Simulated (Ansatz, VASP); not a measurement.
## Zn8O7 in VASP and in Ansatz

```
Zn O
1.0
     0.00000    0.00000    5.29323
     6.55878    0.00000    0.00000
    -3.27939    5.68007    0.00000
Zn O
8 7
Direct
  0.54164 0.33333 0.16667
  0.49609 0.33167 0.66584
  0.49609 0.83416 0.16833
  0.49609 0.83416 0.66584
  0.99647 0.17376 0.32624
  0.99647 0.17376 0.84751
  0.99647 0.65249 0.32624
  0.00036 0.66667 0.83333
  0.87962 0.32870 0.66435
  0.87962 0.83565 0.17130
  0.87962 0.83565 0.66435
  0.37528 0.17389 0.32611
  0.37528 0.17389 0.84778
  0.37528 0.65222 0.32611
  0.37843 0.66667 0.83333
```

Change from the starting cell: O vacancy (site b), charge +0, atoms relaxed at the host's cell.

Alike in both runs: functional PBE; k mesh 1 × 1 × 1; occupations gaussian, width 0.01 eV; no spin polarisation.

Ansatz relaxed the structure, and its values are those at the end. VASP's run is a single point on that final structure, the one shown.

|  | VASP | Ansatz |
| --- | --- | --- |
| version | VASP 6.6.1 | Ansatz 0.2.0 |
| potentials or method | VASP PAW PBE potentials, release 64 (Zn, O), cutoff 520 eV | scalar-relativistic, plane waves, PAW |
| valence electrons in the cell | 138 | 138 |

|  | VASP | Ansatz | Ansatz less VASP |
| --- | --- | --- | --- |
| gap on the k mesh at the Fermi level (eV) | 2.78 | 2.80 | +0.017 |
| least direct gap on the mesh (eV) | 2.78 | 2.80 | +0.017 |
| rms of the force components (eV/Å) | 0.018 | 0.002 | -0.0162 |
